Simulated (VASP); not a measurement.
# SiMo3 in VASP: a series of runs

SiMo3 is run at these levels: PBE; tasks: single point.

Everything below comes from runs of VASP 6.6.1. Logs are shortened: lines on timing, memory, paths and dates and some standing lists are left out, and cuts for length are marked.

**1. The cell of the first run**

The structure is cubic, space group Fm-3m (No. 225). The conventional cell has a = 6.200 Å, b = 6.200 Å, c = 6.200 Å, α = 90.00°, β = 90.00°, γ = 90.00°. Si (site symmetry m-3m) has 14 Mo at 2.68 to 3.10 Å within 3.5 Å. Within 3.5 Å of Mo (site symmetry m-3m) lie 8 Mo at 2.68 Å and 6 Si at 3.10 Å. Within 3.5 Å of Mo (site symmetry -43m) lie 4 Si at 2.68 Å and 10 Mo at 2.68 to 3.10 Å.

**2. Single point, PBE**

Contents of INCAR:

```
SYSTEM = SiMo3
ALGO = Normal
EDIFF = 1E-6
ENCUT = 500
GGA = PE
GGA_COMPAT = .False.
ISIF = 2
ISMEAR = 0
LASPH = .True.
LCHARG = .True.
LELF = .True.
LREAL = .False.
LVHAR = .True.
LWAVE = .False.
NBANDS = 31
NELM = 120
PREC = Accurate
SIGMA = 0.2
```

Contents of KPOINTS:

```
k-points
0
Gamma
  5 5 5
  0 0 0
```

Contents of POSCAR:

```
SiMo3
1.0
    0.0000000000      3.1001737858      3.1001737858
    3.1001737858      0.0000000000      3.1001737858
    3.1001737858      3.1001737858      0.0000000000
Si Mo
1 3
Direct
    0.0000000000      0.0000000000      0.0000000000
    0.5000000000      0.5000000000      0.5000000000
    0.7500000000      0.7500000000      0.7500000000
    0.2500000000      0.2500000000      0.2500000000
```

Potentials or basis: VASP PAW PBE potentials, release 64 (Si, Mo_sv).

Launch:

```sh
$ cat potpaw_PBE.64/Si/POTCAR potpaw_PBE.64/Mo_sv/POTCAR > POTCAR
$ mpirun -np 1 vasp_std > vasp.out
```

OUTCAR:

```text
SYSTEM = SiMo3
   EDIFF = 1E-6
   ENCUT = 500
   GGA = PE
   ISIF = 2
   ISMEAR = 0
   LASPH = .True.
   LREAL = .False.
   NELM = 120
   PREC = Accurate

 ion  position               nearest neighbor table
   1  0.000  0.000  0.000-   3 2.68   4 2.68   3 2.68   3 2.68   3 2.68   4 2.68   4 2.68   4 2.68
                             2 3.10   2 3.10   2 3.10   2 3.10   2 3.10   2 3.10
   2  0.500  0.500  0.500-   3 2.68   4 2.68   4 2.68   4 2.68   4 2.68   3 2.68   3 2.68   3 2.68
                             1 3.10   1 3.10   1 3.10   1 3.10   1 3.10   1 3.10
   3  0.750  0.750  0.750-   1 2.68   2 2.68   2 2.68   2 2.68   2 2.68   1 2.68   1 2.68   1 2.68
                             4 3.10   4 3.10   4 3.10   4 3.10   4 3.10   4 3.10
   4  0.250  0.250  0.250-   1 2.68   2 2.68   1 2.68   1 2.68   1 2.68   2 2.68   2 2.68   2 2.68
                             3 3.10   3 3.10   3 3.10   3 3.10   3 3.10   3 3.10

  LATTYP: Found a face centered cubic cell.
 ALAT       =     6.2003475716

  Lattice vectors:

 A1 = (   0.0000000000,   3.1001737858,   3.1001737858)
 A2 = (   3.1001737858,   0.0000000000,   3.1001737858)
 A3 = (   3.1001737858,   3.1001737858,   0.0000000000)

Analysis of symmetry for initial positions (statically):
=====================================================================
 Subroutine PRICEL returns:
 Original cell was already a primitive cell.

 Routine SETGRP: Setting up the symmetry group for a
 face centered cubic supercell.

 Subroutine GETGRP returns: Found 48 space group operations
 (whereof 48 operations were pure point group operations)
 out of a pool of 48 trial point group operations.

The static configuration has the point symmetry O_h .

Analysis of symmetry for dynamics (positions and initial velocities):
=====================================================================
 Subroutine PRICEL returns:
 Original cell was already a primitive cell.

 Routine SETGRP: Setting up the symmetry group for a
 face centered cubic supercell.

 Subroutine GETGRP returns: Found 48 space group operations
 (whereof 48 operations were pure point group operations)
 out of a pool of 48 trial point group operations.

The dynamic configuration has the point symmetry O_h .

 Subroutine INISYM returns: Found 48 space group operations
 (whereof 48 operations are pure point group operations),
 and found     1 'primitive' translations

----------------------------------------------------------------------------------------

                                     Primitive cell

  volume of cell :      59.5920

  direct lattice vectors                    reciprocal lattice vectors
     0.000000000  3.100173786  3.100173786    -0.161281281  0.161281281  0.161281281
     3.100173786  0.000000000  3.100173786     0.161281281 -0.161281281  0.161281281
     3.100173786  3.100173786  0.000000000     0.161281281  0.161281281 -0.161281281

  length of vectors
     4.384307814  4.384307814  4.384307814     0.279347373  0.279347373  0.279347373

  position of ions in fractional coordinates (direct lattice)
     0.000000000  0.000000000  0.000000000
     0.500000000  0.500000000  0.500000000
     0.750000000  0.750000000  0.750000000
     0.250000000  0.250000000  0.250000000

  ion indices of the primitive-cell ions
   primitive index   ion index
                 1           1
                 2           2
                 3           3
                 4           4

----------------------------------------------------------------------------------------

 KPOINTS: k-points

Automatic generation of k-mesh.
 Grid dimensions read from file:
 generate k-points for:    5    5    5

 Generating k-lattice:

  Cartesian coordinates                     Fractional coordinates (reciprocal lattice)
    -0.032256256  0.032256256  0.032256256     0.200000000  0.000000000  0.000000000
     0.032256256 -0.032256256  0.032256256     0.000000000  0.200000000  0.000000000
     0.032256256  0.032256256 -0.032256256     0.000000000  0.000000000  0.200000000

  Length of vectors
     0.055869475  0.055869475  0.055869475

  Shift w.r.t. Gamma in fractional coordinates (k-lattice)
     0.000000000  0.000000000  0.000000000

 Subroutine IBZKPT returns following result:
 ===========================================

 Found     10 irreducible k-points:

 Following reciprocal coordinates:
            Coordinates               Weight
  0.000000  0.000000  0.000000      1.000000
  0.200000  0.000000  0.000000      8.000000
  0.400000  0.000000  0.000000      8.000000
  0.200000  0.200000  0.000000      6.000000
  0.400000  0.200000  0.000000     24.000000
 -0.400000  0.200000  0.000000     24.000000
 -0.200000  0.200000  0.000000     12.000000
  0.400000  0.400000  0.000000      6.000000
 -0.400000  0.400000  0.000000     12.000000
 -0.400000  0.400000  0.200000     24.000000
   k-points           NKPTS =     10   k-points in BZ     NKDIM =     10   number of bands    NBANDS=     31
   number of dos      NEDOS =    301   number of ions     NIONS =      4
   total plane-waves  NPLWV =  32768
   dimension x,y,z NGX =    32 NGY =   32 NGZ =   32
   dimension x,y,z NGXF=    64 NGYF=   64 NGZF=   64
   ions per type =               1   3
   NGX,Y,Z   is equivalent  to a cutoff of  12.13, 12.13, 12.13 a.u.
   NGXF,Y,Z  is equivalent  to a cutoff of  24.27, 24.27, 24.27 a.u.
 SYSTEM =  SiMo3
   PREC   = accura    normal or accurate (medium, high low for compatibility)
   ISTART =      0    job   : 0-new  1-cont  2-samecut
   ICHARG =      2    charge: 1-file 2-atom 10-const
   ISPIN  =      1    spin polarized calculation?
   LNONCOLLINEAR =      F non collinear calculations
   LSORBIT =      F    spin-orbit coupling
   LASPH  =      T    aspherical Exc in radial PAW
   ENCUT  =  500.0 eV  36.75 Ry    6.06 a.u.   7.99  7.99  7.99*2*pi/ulx,y,z
   NELM   =    120;   NELMIN=  2; NELMDL= -5     # of ELM steps
   EDIFF  = 0.1E-05   stopping-criterion for ELM
   LREAL  =      F    real-space projection
   EDIFFG = 0.1E-04   stopping-criterion for IOM
   NSW    =      0    number of steps for IOM
   IBRION =     -1    ionic relax: 0-MD 1-quasi-New 2-CG
   NFREE  =      0    steps in history (QN), initial steepest desc. (CG)
   ISIF   =      2    stress and relaxation
   ISYM   =      2    0-nonsym 1-usesym 2-fastsym
   POTIM  = 0.5000    time-step for ionic-motion
   TEBEG  =    0.0;   TEEND  =   0.0 temperature during run
   PSTRESS=    0.0 pullay stress
   NELECT =      46.0000    total number of electrons
   NUPDOWN=      -1.0000    fix difference up-down
   EMIN   =  10.00;   EMAX   =-10.00  energy-range for DOS
   EFERMI =   0.00;   METHOD = LEGACY
   ISMEAR =     0;   SIGMA  =   0.20  broadening in eV -4-tet -1-fermi 0-gaus
   EFERMI_NEDOS =   21; number of points for ismear=-14 and -15
   IALGO  =     38    algorithm
   IMIX   =      4    mixing-type and parameters
     AMIX     =   0.40;   BMIX     =  1.00
     AMIX_MAG =   1.60;   BMIX_MAG =  1.00
  volume/ion in A,a.u.               =      14.90       100.54
  Fermi-wavevector in a.u.,A,eV,Ry     =   1.501751  2.837899 30.684641  2.255258
  Thomas-Fermi vector in A             =   2.613081
   LORBIT       =      0    0 simple, 1 ext, 2 COOP (PROOUT), +10 PAW based schemes
   GGA     = PE    functional components
   LHFCALC =     F    Hartree Fock is set to
   AEXX    =    0.0000 exact exchange contribution
   IVDW    =     0    specifies the selected vdW correction
   LEPSILON=     F    determine dielectric tensor
   LRPA    =     F    only Hartree local field effects (RPA)
 non-spin polarized calculation
 Gauss-broadening in eV      SIGMA  =   0.20
  energy-cutoff  :      500.00
  volume of cell :       59.59
 maximum number of plane-waves:      1524
   NGX = 15   NGY = 15   NGZ = 15

 number of electron      46.0000010 magnetization

 Free energy of the ion-electron system (eV)
  ---------------------------------------------------
  ext. energy  EPLUGINS =         0.00000000
  ---------------------------------------------------
  free energy    TOTEN  =       -38.49356001 eV

  energy without entropy =      -38.44095794  energy(sigma->0) =      -38.46725897

 E-fermi :  12.2898     XC(G=0): -13.0163

 val. band max:       12.2480430933   @ k =  -0.2000   0.2000   0.0000
 cond. band min:      12.3222599128   @ k =   0.4000   0.4000   0.0000
 fundamental gap:      0.0742168195
 Fermi energy:        12.2898119476

 k-point     1 :       0.0000    0.0000    0.0000
  band No.  band energies     occupation
      1     -48.8856      2.00000
      2     -48.3271      2.00000
      3     -48.3267      2.00000
      4     -23.1446      2.00000
      5     -23.1446      2.00000
      6     -23.1446      2.00000
[... 23 lines left out ...]
     30      17.0649      0.00000
     31      17.0649      0.00000

 k-point     2 :       0.2000    0.0000    0.0000
  band No.  band energies     occupation
      1     -48.8677      2.00000
      2     -48.3392      2.00000
      3     -48.3336      2.00000
      4     -23.1871      2.00000
      5     -23.1871      2.00000
      6     -23.1804      2.00000
[... 23 lines left out ...]
     30      17.6317      0.00000
     31      17.6317      0.00000

 k-point     3 :       0.4000    0.0000    0.0000
  band No.  band energies     occupation
      1     -48.8362      2.00000
      2     -48.3622      2.00000
      3     -48.3437      2.00000
      4     -23.2438      2.00000
      5     -23.2438      2.00000
      6     -23.1770      2.00000
[... 23 lines left out ...]
     30      16.7348      0.00000
     31      18.5704      0.00000

 k-point     4 :       0.2000    0.2000    0.0000
  band No.  band energies     occupation
      1     -48.8616      2.00000
      2     -48.3432      2.00000
      3     -48.3360      2.00000
      4     -23.2441      2.00000
      5     -23.2441      2.00000
      6     -23.1073      2.00000
[... 159 lines left out ...]
     30      15.4455      0.00000
     31      15.4455      0.00000

 k-point     9 :      -0.4000    0.4000    0.0000
  band No.  band energies     occupation
      1     -48.8117      2.00000
      2     -48.3744      2.00000
      3     -48.3571      2.00000
      4     -23.3611      2.00000
      5     -23.3506      2.00000
      6     -23.0368      2.00000
[... 23 lines left out ...]
     30      15.2679      0.00000
     31      15.4832      0.00000

 k-point    10 :      -0.4000    0.4000    0.2000
  band No.  band energies     occupation
      1     -48.8161      2.00000
      2     -48.3674      2.00000
      3     -48.3595      2.00000
      4     -23.3710      2.00000
      5     -23.2469      2.00000
      6     -23.1411      2.00000
[... 23 lines left out ...]
     30      15.5004      0.00000
     31      16.0779      0.00000

------------------------ aborting loop because EDIFF is reached ----------------------------------------

  FORCE on cell =-STRESS in cart. coord.  units (eV):
  Direction    XX          YY          ZZ          XY          YZ          ZX
  --------------------------------------------------------------------------------------
  -------------------------------------------------------------------------------------
  Total        0.1283420      0.1283420      0.1283420      0.0000000      0.0000000      0.0000000
  in kB        3.4505743      3.4505743      3.4505743      0.0000000      0.0000000      0.0000000
  external PRESSURE =       3.4505743 kB  Pullay stress =       0.0000000 kB

 VOLUME and BASIS-vectors are now :
 -----------------------------------------------------------------------------
  energy-cutoff  :      500.00
  volume of cell :       59.59
      direct lattice vectors                 reciprocal lattice vectors
     0.000000000  3.100173786  3.100173786    -0.161281281  0.161281281  0.161281281
     3.100173786  0.000000000  3.100173786     0.161281281 -0.161281281  0.161281281
     3.100173786  3.100173786  0.000000000     0.161281281  0.161281281 -0.161281281

 POSITION                                       TOTAL-FORCE (eV/Angst)
 -----------------------------------------------------------------------------------
      0.00000      0.00000      0.00000        -0.000000     -0.000000     -0.000000
      3.10017      3.10017      3.10017        -0.000000     -0.000000     -0.000000
      4.65026      4.65026      4.65026        -0.000000     -0.000000      0.000000
      1.55009      1.55009      1.55009         0.000000      0.000000     -0.000000
 -----------------------------------------------------------------------------------
    total drift:                               -0.000000     -0.000000      0.000000

  FREE ENERGIE OF THE ION-ELECTRON SYSTEM (eV)
  ---------------------------------------------------
  free  energy   TOTEN  =       -38.4935600140 eV

  energy  without entropy=      -38.4409579354  energy(sigma->0) =      -38.46725897
```

Run time: 23 s. Hardware: 1 thread of Intel Xeon Platinum 8259CL at 2.50GHz (Skylake/Cascade Lake), shared host; peak memory 0.17 GiB.

What came out:

- Free energy: -38.4936 eV
- Pressure: 0.3 GPa
- Band gap on the k mesh: zero (bands 23 and 24 overlap by 1.74 eV)

Levels at points of the mesh, in eV from the Fermi level:
```tsv
k point	band 19	band 20	band 21	band 22	band 23	band 24	band 25	band 26	band 27	band 28
(0.00, 0.00, 0.00)	-2.00	-2.00	-2.00	1.49	1.49	1.49	1.69	2.12	2.12	2.93
```

**3. Single point, PBE**

Contents of INCAR:

```
PREC     = Accurate       # precision mode
ENCUT    = 500            # plane-wave cutoff, eV
EDIFF    = 1E-6           # SCF threshold, eV
ISMEAR   = 0              # smearing method
SIGMA    = 0.2            # smearing width, eV
LREAL    = False          # projectors in reciprocal space
LASPH    = True           # aspherical terms in the spheres
NELM     = 120            # most SCF steps
ALGO     = Normal         # electronic algorithm
ISIF     = 2              # what is computed and relaxed
LWAVE    = False          # write WAVECAR
LCHARG   = True           # write CHGCAR
GGA      = PE             # functional
LELF     = True           # ELF
LVHAR    = True         
NBANDS   = 31             # bands
GGA_COMPAT= False
```

Contents of KPOINTS:

```
regular mesh
0
Gamma
  5 5 5
```

Contents of POSCAR:

```
SiMo3
1.0
    0.0000000000      3.1002783176      3.1002783176
    3.1002783176      0.0000000000      3.1002783176
    3.1002783176      3.1002783176      0.0000000000
Si Mo
1 3
Direct
    0.0000000000      0.0000000000      0.0000000000
    0.5000000000      0.5000000000      0.5000000000
    0.2500000000      0.2500000000      0.2500000000
    0.7500000000      0.7500000000      0.7500000000
```

Potentials or basis: VASP PAW PBE potentials, release 64 (Si, Mo_sv).

Launch:

```sh
$ cat potpaw_PBE.64/Si/POTCAR potpaw_PBE.64/Mo_sv/POTCAR > POTCAR
$ mpirun -np 1 vasp_std > vasp.out
```

It took 23 s on 1 thread of Intel Xeon Platinum 8259CL at 2.50GHz (Skylake/Cascade Lake), shared host; peak memory 0.18 GiB.

It converged, with:

```yaml
Free_energy: -38.4936 eV
Pressure: 0.3 GPa
Band_gap_on_the_k_mesh: zero (bands 23 and 24 overlap by 1.74 eV)
```

Levels at points of the mesh, in eV from the Fermi level:
```tsv
k point	band 19	band 20	band 21	band 22	band 23	band 24	band 25	band 26	band 27	band 28
(0.00, 0.00, 0.00)	-2.00	-2.00	-2.00	1.49	1.49	1.49	1.69	2.12	2.12	2.93
```

**4. Single point, PBE**

Contents of INCAR:

```
SYSTEM = SiMo3
ALGO = Normal ; EDIFF = 1E-6
ENCUT = 500 ; GGA = PE
GGA_COMPAT = .FALSE. ; ISIF = 2
ISMEAR = 0 ; LASPH = .TRUE.
LCHARG = .FALSE. ; LREAL = .FALSE.
LWAVE = .FALSE. ; NBANDS = 31
NELM = 120 ; PREC = Accurate
SIGMA = 0.2
```

Contents of KPOINTS:

```
k-points
0
G
  5 5 5
  0 0 0
```

Contents of POSCAR:

```
SiMo3
1.0
   -2.1953018398      2.1953018398      3.0906422474
    2.1953018398     -2.1953018398      3.0906422474
    2.1953018398      2.1953018398     -3.0906422474
Si Mo
1 3
Direct
    0.5000000000      0.5000000000      0.0000000000
    0.7500000000      0.2500000000      0.5000000000
    0.2500000000      0.7500000000      0.5000000000
    0.0000000000      0.0000000000      0.0000000000
```

Launch:

```sh
$ cat potpaw_PBE.64/Si/POTCAR potpaw_PBE.64/Mo_sv/POTCAR > POTCAR
$ mpirun -np 1 vasp_std > vasp.out
```

Run time: 31 s. Hardware: 1 thread of Intel Xeon Platinum 8259CL at 2.50GHz (Skylake/Cascade Lake), shared host; peak memory 0.18 GiB.

Results (log left out):

```yaml
Free_energy: -38.4934 eV
Pressure: 0.4 GPa
Band_gap_on_the_k_mesh: zero (bands 23 and 24 overlap by 1.75 eV)
```

Stress tensor (GPa, compression positive):
```
0.32 0.00 0.00
0.00 0.32 0.00
0.00 0.00 0.55
```

Levels at points of the mesh, in eV from the Fermi level:
| k point | band 20 | band 21 | band 22 | band 23 | band 24 | band 25 | band 26 | band 27 |
| --- | --- | --- | --- | --- | --- | --- | --- | --- |
| (0.00, 0.00, 0.00) | -1.99 | -1.99 | 1.48 | 1.49 | 1.49 | 1.69 | 2.10 | 2.14 |
